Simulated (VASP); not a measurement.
Pd, 1 atom in the cell. The structure is cubic, space group Fm-3m (No. 225). Conventional cell: a = 3.789 Å, b = 3.789 Å, c = 3.789 Å, α = 90.00°, β = 90.00°, γ = 90.00°. Pd (site symmetry m-3m) has 12 Pd at 2.68 Å within 3.5 Å.  This cell differs from its parent crystal: Mo replaced by Pd, lengths x 0.942, strained.

* Program: VASP 6.6.1
* Task: single point
* Functional: PBE
* Potentials or basis: VASP PAW PBE potentials, release 64 (Pd)
* Cutoff: 520 eV
* k mesh: 8 × 8 × 8
* Occupations: gaussian, width 0.1 eV
* Spin: no spin polarisation
* Dipole correction: no
* Further INCAR settings: ALGO = Normal; EDIFF = 1e-06; NBANDS = 11

Potentials or basis: VASP PAW PBE potentials, release 64 (Pd).

Command:

```sh
$ cat potpaw_PBE.64/Pd/POTCAR > POTCAR
$ mpirun -np 1 vasp_std > vasp.out
```

Hardware: 1 thread of AMD EPYC 7R43 64-Core Processor (Zen 3), on a shared host.

Task: Estimate the wall time of this run.

Result: Run time: 4.1 s on 1 thread of AMD EPYC 7R43 64-Core Processor (Zen 3), with other jobs on the host, peak memory 0.09 GiB. Counts: scf iterations 11, k points 29.
